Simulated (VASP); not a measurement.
Set up this calculation in VASP 6.6.1, as the native input.

- Task: single point
- Functional: LDA
- Potentials or basis: VASP PAW LDA potentials, release 64 (Ta_sv_GW, N)
- Cutoff: 700 eV
- k mesh: 16 × 16 × 16
- Occupations: gaussian, width 0.1 eV
- Spin: no spin polarisation
- Dipole correction: no
- Further INCAR settings: ALGO = Normal; EDIFF = 1e-06; NBANDS = 16

The structure of TaN lies in POSCAR:

```
TaN
1.0
    0.0000000000      2.1742390259      2.1742390259
    2.1742390259      0.0000000000      2.1742390259
    2.1742390259      2.1742390259      0.0000000000
Ta N
1 1
Direct
    0.5000000000      0.5000000000      0.5000000000
    0.0000000000      0.0000000000      0.0000000000
```

These files were run (other wordings do the same):

INCAR

```
SYSTEM = TaN
PREC = Accurate
ENCUT = 700
EDIFF = 1E-6
ISMEAR = 0
SIGMA = 0.1
LREAL = .False.
LASPH = .True.
NELM = 120
ALGO = Normal
ISIF = 2
LWAVE = .False.
LCHARG = .False.
NBANDS = 16
GGA_COMPAT = .False.
```

KPOINTS

```
Automatic mesh
0
Gamma
  16 16 16
  0 0 0
```

Potentials or basis: VASP PAW LDA potentials, release 64 (Ta_sv_GW, N).

Launch:

```sh
$ cat potpaw_LDA.64/Ta_sv_GW/POTCAR potpaw_LDA.64/N/POTCAR > POTCAR
$ mpirun -np 1 vasp_std > vasp.out
```

Results of the run:

| Property | Result |
| --- | --- |
| Pressure | 1.1 GPa |
| Band gap on the k mesh | zero (bands 9 and 10 overlap by 4.21 eV) |

Caveat: spin-orbit coupling is left out, which moves the levels of the heavy elements.

Run time: 44 s on 1 thread of AMD EPYC 9R45 96-Core Processor (Zen 5) (shared host), peak memory 0.18 GiB.
